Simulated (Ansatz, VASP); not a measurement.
## One calculation of YTe, two programs

```
CELL_PARAMETERS angstrom
0.00000 3.03731 3.03731
3.03731 0.00000 3.03731
3.03731 3.03731 0.00000
ATOMIC_POSITIONS crystal
Y 0.00000 0.00000 0.00000
Te 0.50000 0.50000 0.50000
```

Change from the starting cell: volume scaled by 0.99.

Alike in both runs: task single point; functional PBEsol; k mesh 12 × 12 × 12; occupations fermi-dirac, width 0.05 eV; no spin polarisation.

|  | VASP | Ansatz |
| --- | --- | --- |
| version | VASP 6.6.1 | Ansatz 0.2.0 |
| potentials or method | VASP PAW PBE potentials, release 64 (Y_sv, Te), cutoff 520 eV | all-electron LAPW, scalar-relativistic |

Ansatz gave:

- pressure (GPa): 0.2

Problem. Which values does VASP return?

Solution. Pressure (GPa): 0.3.

VASP's potentials were made for PBE, not for PBEsol. Ansatz ran all-electron here, and VASP with PAW potentials.

Spin-orbit coupling is off throughout.
